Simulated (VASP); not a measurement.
Input of a VASP 6.6.1 run:

File INCAR:

```
  PREC = Accurate
  ENCUT = 520
  EDIFF = 1E-6
  ISMEAR = 0
  SIGMA = 0.1
  LREAL = F
  LASPH = T
  NELM = 80
  ALGO = Normal
  ISIF = 2
  LWAVE = F
  LCHARG = F
  GGA = PE
  NBANDS = 31
```

The input KPOINTS:

```
regular mesh
0
Gamma
  3 3 4
```

Contents of POSCAR:

```
SnSe5
1.0
    6.1755257864     -0.0000000028      0.0000000000
   -3.0877628908      5.3481622141      0.0000000000
    0.0000000000      0.0000000000      4.3915936608
Sn Se
1 5
Direct
    0.0000000000      0.0000000000      0.0000000000
    0.3333333333      0.6666666667      0.0000000000
    0.6666666667      0.3333333333      0.0000000000
    0.5000000000      0.0000000000      0.5000000000
    0.5000000000      0.5000000000      0.5000000000
    0.0000000000      0.5000000000      0.5000000000
```

Potentials or basis: VASP PAW PBE potentials, release 64 (Sn_d, Se).

Run with:

```bash
$ cat potpaw_PBE.64/Sn_d/POTCAR potpaw_PBE.64/Se/POTCAR > POTCAR
$ mpirun -np 1 vasp_std > vasp.out
```

Q: Predict the band gap on the k mesh.

A: Zero (bands 22 and 23 overlap by 1.34 eV).

Q: What does it give for the pressure?

A: 0.0 GPa.

Stress tensor (GPa, compression positive):
```
-0.10  0.00  0.00
 0.00 -0.10  0.00
 0.00  0.00  0.25
```

Caveat: the k points lie up to 0.39 Å⁻¹ apart, too coarse for converged energies and pressures of a metal; spin-orbit coupling is left out, which moves the levels of the heavy elements.
